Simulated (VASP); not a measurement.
CaSe:

```xyz
2
Lattice="3.6348 0.0000 0.0000 0.0000 3.6348 0.0000 0.0000 0.0000 3.6348" Properties=species:S:1:pos:R:3 pbc="T T T"
Ca    0.0000    0.0000    0.0000
Se    1.8174    1.8174    1.8174
```

Program: VASP 6.6.1. Alike in all runs: task single point; no spin polarisation; cell as given; k mesh 4 × 4 × 4; cutoff (eV) 520; smearing gaussian 0.01 eV.

Order these runs on this cell by their band gap on the k mesh, lowest first.
A. level r2SCAN; potentials or basis VASP PAW PBE potentials, release 64 (Ca_sv, Se)
B. level LDA; potentials or basis VASP PAW LDA potentials, release 64 (Ca_sv, Se)
C. level PBE; potentials or basis VASP PAW PBE potentials, release 64 (Ca_sv, Se)
D. level HSE06; potentials or basis VASP PAW PBE potentials, release 64 (Ca_sv, Se); grid for exact exchange (PRECFOCK) Normal; share of exact exchange 0.25; screening parameter 0.2079 1/Å

B (0.57 eV), C (0.73 eV), A (1.21 eV), D (1.54 eV).

Caveats: all runs use coarse meshes; the structure was generated, so it needn't be the stable form of CaSe; semilocal functionals underestimate gaps, and a narrow one can read as zero (at least some runs).

A k mesh can miss the band edges.
